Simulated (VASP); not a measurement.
A run of VASP 6.6.1 is set up as follows.

The input INCAR:

```
ALGO = Normal
EDIFF = 1E-6
ENCUT = 520
GGA = CA
ISIF = 2
ISMEAR = 0
LASPH = True
LCHARG = False
LREAL = False
LWAVE = False
NBANDS = 11
NELM = 80
PREC = Accurate
SIGMA = 0.15
```

The input KPOINTS:

```
k-points
0
Gamma
  24 24 10
```

The input POSCAR:

```
Si
1.0
    2.5322986339      0.0000000000      0.0000000000
   -1.2661493170      2.1930349470      0.0000000000
    0.0000000000      0.0000000000      4.5062692700
Si
2
Direct
    0.3333333333      0.6666666667      0.2500000000
    0.6666666667      0.3333333333      0.7500000000
```

Potentials or basis: VASP PAW LDA potentials, release 64 (Si).

Run with:

```console
$ cat potpaw_LDA.64/Si/POTCAR > POTCAR
$ mpirun -np 1 vasp_std > vasp.out
```

Q: Estimate the band gap on the k mesh.

A: Zero (bands 4 and 5 overlap by 13.99 eV).

Q: Predict the pressure.

A: 12.0 GPa.

Stress tensor (GPa, compression positive):
```
13.90  0.00  0.00
 0.00 13.90  0.00
 0.00  0.00  8.24
```

Caveat: the cell differs from its parent crystal (strain -0.050 along x and y, +0.000 along z); the cell stands under pressure.
